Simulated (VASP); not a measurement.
The system is B.

```
B
1.0
     2.16848    0.00000    0.00000
    -0.96138    2.00886    0.00000
    -0.62583   -0.91250    5.30313
B
3
Direct
  0.58607 0.74142 0.33526
  0.41393 0.25858 0.66474
  0.00000 0.00000 0.00000
```

```yaml
Program: VASP 6.6.1
Task: relaxation of cell and atoms
Functional: PBE
Potentials_or_basis: VASP PAW PBE potentials, release 64 (B)
Cutoff: 600 eV
k_mesh: 8 × 8 × 4
Occupations: gaussian, width 0.1 eV
Spin: no spin polarisation
```

At the start: pressure -36.0 GPa; volume 7.70 Å³/atom.

Where does the relaxation end?

Over 74 steps the energy falls by 1124.2 meV/atom and the volume is 11.00 Å³/atom (+42.9 %); space group C2/m (No. 12, to 0.1 Å) before, P-1 (No. 2, to 0.1 Å).

The path:
```tsv
step	energy change (eV)	largest force (eV/Å)	pressure (GPa)	volume (Å³)
1	0.0000	0.7262	-35.97	23.10
3	-0.8165	0.9694	4.57	17.79
5	-1.2189	0.6313	24.77	17.01
7	-1.6043	0.4633	13.36	18.09
9	-2.0574	0.9350	-4.92	20.30
11	-2.1838	0.9292	18.57	24.13
13	-2.5321	0.9575	8.66	23.61
15	-2.7423	0.9693	-1.77	24.25
17	-2.8566	0.6902	-0.98	24.26
19	-2.9828	0.2720	7.05	24.08
21	-3.0701	0.2161	7.59	24.73
23	-3.0829	0.7560	13.31	25.67
25	-3.1818	0.3394	0.38	28.98
27	-3.1965	0.1534	1.43	28.95
29	-3.2005	0.1648	-1.27	29.27
31	-3.2066	0.1770	-1.53	29.35
33	-3.2130	0.1394	-0.51	29.26
35	-3.2170	0.1214	-0.06	29.10
37	-3.2200	0.1425	-0.57	29.03
39	-3.2331	0.1401	0.35	28.65
41	-3.2361	0.1362	1.12	28.35
43	-3.2449	0.1211	2.27	28.43
45	-3.2567	0.2175	-1.59	29.21
47	-3.2652	0.0680	-0.47	29.32
49	-3.2747	0.0734	0.47	29.09
51	-3.2829	0.0772	1.14	28.81
53	-3.2851	0.1315	-0.54	29.02
55	-3.2930	0.1911	-0.71	29.24
57	-3.3021	0.4505	-0.97	30.17
59	-3.3092	0.3068	-0.76	29.91
61	-3.3290	0.0307	0.10	30.48
63	-3.3332	0.0850	0.46	30.76
65	-3.3423	0.2121	0.42	31.47
67	-3.3450	0.2282	-0.58	32.01
69	-3.3637	0.2336	-1.23	33.03
71	-3.3698	0.1381	0.03	33.06
73	-3.3722	0.0365	-0.45	33.07
74	-3.3725	0.0243	-0.04	33.01
```

Final structure:
```xyz
3
Lattice="3.1428 -0.8027 -0.1680 -2.2342 2.1415 0.1594 -0.6320 -0.5872 6.7005" Properties=species:S:1:pos:R:3 pbc="T T T"
B     0.6241    0.5634    1.5532
B    -0.3474    0.1882    5.1387
B     0.0000    0.0000    0.0000
```

Caveat: the k points lie up to 0.50 Å⁻¹ apart in the final cell, too coarse for converged energies and pressures of a metal; the volume moved by over 15 % at a fixed basis, so the end points are rough; an odd number of electrons without spin polarisation forces a metal; a magnetic or distorted state may lie lower.
